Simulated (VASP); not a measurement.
O, 20 atoms in the cell. The cell holds an amorphous packing of atoms, 20 atoms: a = 7.507 Å, b = 7.507 Å, c = 7.507 Å, α = 90.00°, β = 90.00°, γ = 90.00°. 

| Item | Value |
| --- | --- |
| Program | VASP 6.6.1 |
| Task | single point |
| Functional | PBE |
| Potentials or basis | VASP PAW PBE potentials, release 64 (O) |
| Cutoff | 520 eV |
| k mesh | 1 × 1 × 1 |
| Occupations | fermi-dirac, width 0.05 eV |
| Spin | collinear spin, ferromagnetic start |
| Starting moments | [1.0, 1.0, 1.0, 1.0, 1.0, 1.0, 1.0, 1.0, 1.0, 1.0, 1.0, 1.0, 1.0, 1.0, 1.0, 1.0, 1.0, 1.0, 1.0, 1.0] μB |
| Dipole correction | no |
| Further INCAR settings | LREAL = Auto; ALGO = Normal; EDIFF = 1e-06; NBANDS = 80 |

Potentials or basis: VASP PAW PBE potentials, release 64 (O).

Run with:

```console
$ cat potpaw_PBE.64/O/POTCAR > POTCAR
$ mpirun -np 1 vasp_gam > vasp.out
```

Hardware: 1 thread of Intel(R) Xeon(R) Platinum 8259CL CPU @ 2.50GHz (Skylake/Cascade Lake) (shared host).

Task: Estimate the wall time of this run.

Result: It took 110 s on 1 thread of Intel(R) Xeon(R) Platinum 8259CL CPU @ 2.50GHz (Skylake/Cascade Lake) (shared host), peak memory 0.5 GiB. Counts: scf iterations 17, k points 1.
